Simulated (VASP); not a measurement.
# LiF (Fm-3m) in VASP: notebook

Runs on LiF. Level: PBE. Tasks: single point.

Program: VASP 6.6.1. These are calculated values, not measurements. Logs are shortened: lines on timing, memory, paths and dates and some standing lists are left out, and cuts for length are marked.

**1. The cell of the first run**

Symmetry: Fm-3m, No. 225, cubic system. The conventional cell has a = 4.025 Å, b = 4.025 Å, c = 4.025 Å, α = 90.00°, β = 90.00°, γ = 90.00°. Within 2.7 Å of Li (site symmetry m-3m) lie 6 F at 2.01 Å. Within 2.7 Å of F (site symmetry m-3m) lie 6 Li at 2.01 Å.

**2. Single point, PBE (8.15 Å³/atom)**

Contents of INCAR:

```
SYSTEM = LiF
  ALGO = Normal
  EDIFF = 1E-6
  ENCUT = 750
  GGA = PE
  GGA_COMPAT = .FALSE.
  ISIF = 2
  ISMEAR = 0
  LASPH = .TRUE.
  LCHARG = .FALSE.
  LREAL = .FALSE.
  LWAVE = .FALSE.
  NBANDS = 12
  NELM = 120
  PREC = Accurate
  SIGMA = 0.02
```

Contents of KPOINTS:

```
k-points
0
G
  10 10 10
  0 0 0
```

Contents of POSCAR:

```
LiF
1.0
    0.0000000000      2.0124640579      2.0124640579
    2.0124640579      0.0000000000      2.0124640579
    2.0124640579      2.0124640579      0.0000000000
Li F
1 1
Direct
    0.0000000000      0.0000000000      0.0000000000
    0.5000000000      0.5000000000      0.5000000000
```

Potentials or basis: VASP PAW PBE potentials, release 64 (Li_sv, F).

On the command line:

```bash
$ cat potpaw_PBE.64/Li_sv/POTCAR potpaw_PBE.64/F/POTCAR > POTCAR
$ mpirun -np 1 vasp_std > vasp.out
```

OUTCAR:

```text
SYSTEM = LiF
   EDIFF = 1E-6
   ENCUT = 750
   GGA = PE
   ISIF = 2
   ISMEAR = 0
   LASPH = .TRUE.
   LREAL = .FALSE.
   NELM = 120
   PREC = Accurate

 ion  position               nearest neighbor table
   1  0.000  0.000  0.000-   2 2.01   2 2.01   2 2.01   2 2.01   2 2.01   2 2.01
   2  0.500  0.500  0.500-   1 2.01   1 2.01   1 2.01   1 2.01   1 2.01   1 2.01

  LATTYP: Found a face centered cubic cell.
 ALAT       =     4.0249281158

  Lattice vectors:

 A1 = (   0.0000000000,   2.0124640579,   2.0124640579)
 A2 = (   2.0124640579,   0.0000000000,   2.0124640579)
 A3 = (   2.0124640579,   2.0124640579,   0.0000000000)

Analysis of symmetry for initial positions (statically):
=====================================================================
 Subroutine PRICEL returns:
 Original cell was already a primitive cell.

 Routine SETGRP: Setting up the symmetry group for a
 face centered cubic supercell.

 Subroutine GETGRP returns: Found 48 space group operations
 (whereof 48 operations were pure point group operations)
 out of a pool of 48 trial point group operations.

The static configuration has the point symmetry O_h .

Analysis of symmetry for dynamics (positions and initial velocities):
=====================================================================
 Subroutine PRICEL returns:
 Original cell was already a primitive cell.

 Routine SETGRP: Setting up the symmetry group for a
 face centered cubic supercell.

 Subroutine GETGRP returns: Found 48 space group operations
 (whereof 48 operations were pure point group operations)
 out of a pool of 48 trial point group operations.

The dynamic configuration has the point symmetry O_h .

 Subroutine INISYM returns: Found 48 space group operations
 (whereof 48 operations are pure point group operations),
 and found     1 'primitive' translations

----------------------------------------------------------------------------------------

                                     Primitive cell

  volume of cell :      16.3010

  direct lattice vectors                    reciprocal lattice vectors
     0.000000000  2.012464058  2.012464058    -0.248451642  0.248451642  0.248451642
     2.012464058  0.000000000  2.012464058     0.248451642 -0.248451642  0.248451642
     2.012464058  2.012464058  0.000000000     0.248451642  0.248451642 -0.248451642

  length of vectors
     2.846053964  2.846053964  2.846053964     0.430330867  0.430330867  0.430330867

  position of ions in fractional coordinates (direct lattice)
     0.000000000  0.000000000  0.000000000
     0.500000000  0.500000000  0.500000000

  ion indices of the primitive-cell ions
   primitive index   ion index
                 1           1
                 2           2

----------------------------------------------------------------------------------------

 KPOINTS: k-points

Automatic generation of k-mesh.
 Grid dimensions read from file:
 generate k-points for:   10   10   10

 Generating k-lattice:

  Cartesian coordinates                     Fractional coordinates (reciprocal lattice)
    -0.024845164  0.024845164  0.024845164     0.100000000  0.000000000  0.000000000
     0.024845164 -0.024845164  0.024845164     0.000000000  0.100000000  0.000000000
     0.024845164  0.024845164 -0.024845164     0.000000000  0.000000000  0.100000000

  Length of vectors
     0.043033087  0.043033087  0.043033087

  Shift w.r.t. Gamma in fractional coordinates (k-lattice)
     0.000000000  0.000000000  0.000000000

 Subroutine IBZKPT returns following result:
 ===========================================

 Found     47 irreducible k-points:

 Following reciprocal coordinates:
            Coordinates               Weight
  0.000000  0.000000  0.000000      1.000000
  0.100000  0.000000  0.000000      8.000000
  0.200000  0.000000  0.000000      8.000000
  0.300000  0.000000  0.000000      8.000000
  0.400000  0.000000  0.000000      8.000000
  0.500000  0.000000  0.000000      4.000000
[... 16 lines left out ...]
  0.300000  0.300000  0.000000      6.000000
  0.400000  0.300000  0.000000     24.000000
 [... further k-points ...]
   k-points           NKPTS =     47   k-points in BZ     NKDIM =     47   number of bands    NBANDS=     12
   number of dos      NEDOS =    301   number of ions     NIONS =      2
   total plane-waves  NPLWV =  21952
   dimension x,y,z NGX =    28 NGY =   28 NGZ =   28
   dimension x,y,z NGXF=    56 NGYF=   56 NGZF=   56
   ions per type =               1   1
   NGX,Y,Z   is equivalent  to a cutoff of  16.36, 16.36, 16.36 a.u.
   NGXF,Y,Z  is equivalent  to a cutoff of  32.71, 32.71, 32.71 a.u.
 SYSTEM =  LiF
   PREC   = accura    normal or accurate (medium, high low for compatibility)
   ISTART =      0    job   : 0-new  1-cont  2-samecut
   ICHARG =      2    charge: 1-file 2-atom 10-const
   ISPIN  =      1    spin polarized calculation?
   LNONCOLLINEAR =      F non collinear calculations
   LSORBIT =      F    spin-orbit coupling
   LASPH  =      T    aspherical Exc in radial PAW
   ENCUT  =  750.0 eV  55.12 Ry    7.42 a.u.   6.36  6.36  6.36*2*pi/ulx,y,z
   NELM   =    120;   NELMIN=  2; NELMDL= -5     # of ELM steps
   EDIFF  = 0.1E-05   stopping-criterion for ELM
   LREAL  =      F    real-space projection
   EDIFFG = 0.1E-04   stopping-criterion for IOM
   NSW    =      0    number of steps for IOM
   IBRION =     -1    ionic relax: 0-MD 1-quasi-New 2-CG
   NFREE  =      0    steps in history (QN), initial steepest desc. (CG)
   ISIF   =      2    stress and relaxation
   ISYM   =      2    0-nonsym 1-usesym 2-fastsym
   POTIM  = 0.5000    time-step for ionic-motion
   TEBEG  =    0.0;   TEEND  =   0.0 temperature during run
   PSTRESS=    0.0 pullay stress
   NELECT =      10.0000    total number of electrons
   NUPDOWN=      -1.0000    fix difference up-down
   EMIN   =  10.00;   EMAX   =-10.00  energy-range for DOS
   EFERMI =   0.00;   METHOD = LEGACY
   ISMEAR =     0;   SIGMA  =   0.02  broadening in eV -4-tet -1-fermi 0-gaus
   EFERMI_NEDOS =   21; number of points for ismear=-14 and -15
   IALGO  =     38    algorithm
   IMIX   =      4    mixing-type and parameters
     AMIX     =   0.40;   BMIX     =  1.00
     AMIX_MAG =   1.60;   BMIX_MAG =  1.00
  volume/ion in A,a.u.               =       8.15        55.00
  Fermi-wavevector in a.u.,A,eV,Ry     =   1.391031  2.628667 26.326814  1.934966
  Thomas-Fermi vector in A             =   2.514909
   LORBIT       =      0    0 simple, 1 ext, 2 COOP (PROOUT), +10 PAW based schemes
   GGA     = PE    functional components
   LHFCALC =     F    Hartree Fock is set to
   AEXX    =    0.0000 exact exchange contribution
   IVDW    =     0    specifies the selected vdW correction
   LEPSILON=     F    determine dielectric tensor
   LRPA    =     F    only Hartree local field effects (RPA)
 non-spin polarized calculation
 Gauss-broadening in eV      SIGMA  =   0.02
  energy-cutoff  :      750.00
  volume of cell :       16.30
 maximum number of plane-waves:       778
 NGX is ok and might be reduce to    28
   NGX = 13   NGY = 13   NGZ = 13

 number of electron      10.0000003 magnetization

 Free energy of the ion-electron system (eV)
  ---------------------------------------------------
  ext. energy  EPLUGINS =         0.00000000
  ---------------------------------------------------
  free energy    TOTEN  =        -9.64210461 eV

  energy without entropy =       -9.64210461  energy(sigma->0) =       -9.64210461

 E-fermi :  -0.8059     XC(G=0):  -9.9957

 val. band max:       -1.0151184134   @ k =   0.0000   0.0000   0.0000
 cond. band min:       8.0828940611   @ k =   0.0000   0.0000   0.0000
 fundamental gap:      9.0980124744
 Fermi energy:        -0.8059159098

 k-point     1 :       0.0000    0.0000    0.0000
  band No.  band energies     occupation
      1     -41.9156      2.00000
      2     -20.9933      2.00000
      3      -1.0151      2.00000
      4      -1.0151      2.00000
      5      -1.0151      2.00000
      6       8.0829      0.00000
      7      22.9876      0.00000
      8      22.9876      0.00000
      9      22.9876      0.00000
     10      23.3379      0.00000
     11      23.3379      0.00000
     12      23.3379      0.00000

 k-point     2 :       0.1000    0.0000    0.0000
  band No.  band energies     occupation
      1     -41.9100      2.00000
      2     -20.9543      2.00000
      3      -1.3041      2.00000
      4      -1.0381      2.00000
      5      -1.0381      2.00000
      6       8.3760      0.00000
      7      20.2925      0.00000
      8      21.7282      0.00000
      9      21.7282      0.00000
     10      24.3866      0.00000
     11      24.3866      0.00000
     12      24.4345      0.00000

 k-point     3 :       0.2000    0.0000    0.0000
  band No.  band energies     occupation
      1     -41.8953      2.00000
      2     -20.8496      2.00000
      3      -1.9966      2.00000
      4      -1.0974      2.00000
      5      -1.0974      2.00000
      6       9.0272      0.00000
      7      17.8204      0.00000
      8      20.2334      0.00000
      9      20.2334      0.00000
     10      25.4032      0.00000
     11      25.7374      0.00000
     12      25.7374      0.00000
[... 286 lines left out ...]
 k-point    23 :       0.3000    0.3000    0.0000
  band No.  band energies     occupation
      1     -41.8661      2.00000
      2     -20.5735      2.00000
      3      -2.9225      2.00000
      4      -1.6793      2.00000
      5      -1.6793      2.00000
      6      11.2594      0.00000
      7      16.9353      0.00000
      8      18.0440      0.00000
      9      19.4257      0.00000
     10      19.4257      0.00000
     11      33.5146      0.00000
     12      33.6145      0.00000

 k-point    24 :       0.4000    0.3000    0.0000
  band No.  band energies     occupation
      1     -41.8552      2.00000
      2     -20.4626      2.00000
      3      -3.3391      2.00000
      4      -1.8900      2.00000
      5      -1.7779      2.00000
      6      12.0831      0.00000
      7      15.7929      0.00000
      8      17.5372      0.00000
      9      19.1752      0.00000
     10      20.2398      0.00000
     11      32.9565      0.00000
     12      33.9437      0.00000

 [... further k-points ...]

------------------------ aborting loop because EDIFF is reached ----------------------------------------

  FORCE on cell =-STRESS in cart. coord.  units (eV):
  Direction    XX          YY          ZZ          XY          YZ          ZX
  --------------------------------------------------------------------------------------
  -------------------------------------------------------------------------------------
  Total        0.1579493      0.1579493      0.1579493      0.0000000     -0.0000000      0.0000000
  in kB       15.5243656     15.5243656     15.5243656      0.0000000     -0.0000000      0.0000000
  external PRESSURE =      15.5243656 kB  Pullay stress =       0.0000000 kB

 VOLUME and BASIS-vectors are now :
 -----------------------------------------------------------------------------
  energy-cutoff  :      750.00
  volume of cell :       16.30
      direct lattice vectors                 reciprocal lattice vectors
     0.000000000  2.012464058  2.012464058    -0.248451642  0.248451642  0.248451642
     2.012464058  0.000000000  2.012464058     0.248451642 -0.248451642  0.248451642
     2.012464058  2.012464058  0.000000000     0.248451642  0.248451642 -0.248451642

 POSITION                                       TOTAL-FORCE (eV/Angst)
 -----------------------------------------------------------------------------------
      0.00000      0.00000      0.00000         0.000000      0.000000      0.000000
      2.01246      2.01246      2.01246        -0.000000     -0.000000      0.000000
 -----------------------------------------------------------------------------------
    total drift:                                0.000000      0.000000      0.000000

  FREE ENERGIE OF THE ION-ELECTRON SYSTEM (eV)
  ---------------------------------------------------
  free  energy   TOTEN  =        -9.6421046104 eV

  energy  without entropy=       -9.6421046104  energy(sigma->0) =       -9.64210461
```

Run time: 10 s. Hardware: 1 thread of AMD EPYC 9R45 (Zen 5), shared host; peak memory 0.12 GiB.

What came out:

* Free energy: -9.6421 eV
* Pressure: 1.6 GPa
* Band gap on the k mesh: 9.10 eV

**3. Single point, PBE (7.90 Å³/atom)**

This run uses another cell than the first one, of 7.90 Å³/atom.

Contents of INCAR:

```
  PREC = Accurate
  ENCUT = 750
  EDIFF = 1E-6
  ISMEAR = 0
  SIGMA = 0.02
  LREAL = F
  LASPH = T
  NELM = 120
  ALGO = Normal
  ISIF = 2
  LWAVE = F
  LCHARG = T
  GGA = PE
  LELF = T
  LVHAR = T
  NBANDS = 12
  GGA_COMPAT = F
```

Contents of KPOINTS:

```
Automatic mesh
0
Gamma
  10 10 10
```

Contents of POSCAR:

```
LiF
1.0
    0.0000000000      1.9914993660      1.9914993660
    1.9914993660      0.0000000000      1.9914993660
    1.9914993660      1.9914993660      0.0000000000
Li F
1 1
Direct
    0.0000000000      0.0000000000      0.0000000000
    0.5000000000      0.5000000000      0.5000000000
```

Potentials or basis: VASP PAW PBE potentials, release 64 (Li_sv, F).

On the command line:

```bash
$ cat potpaw_PBE.64/Li_sv/POTCAR potpaw_PBE.64/F/POTCAR > POTCAR
$ mpirun -np 1 vasp_std > vasp.out
```

Run time: 12 s. Hardware: 1 thread of AMD EPYC 9R45 (Zen 5), shared host; peak memory 0.12 GiB.

Results (log left out):

| Quantity | Value |
| --- | --- |
| Free energy | -9.6316 eV |
| Pressure | 4.1 GPa |
| Band gap on the k mesh | 9.38 eV |

Levels at points of the mesh, in eV from the valence-band top:
```tsv
k point	band 3	band 4	band 5	band 6	band 7	band 8
(0.00, 0.00, 0.00)	0.00	0.00	0.00	9.38	24.42	24.42
(0.50, 0.00, 0.00)	-2.62	-0.24	-0.24	10.96	17.13	19.17
(0.50, 0.50, 0.00)	-3.15	-1.05	-1.05	15.13	16.64	17.85
```

Caveat: the cell stands under pressure. A k mesh can miss the band edges.
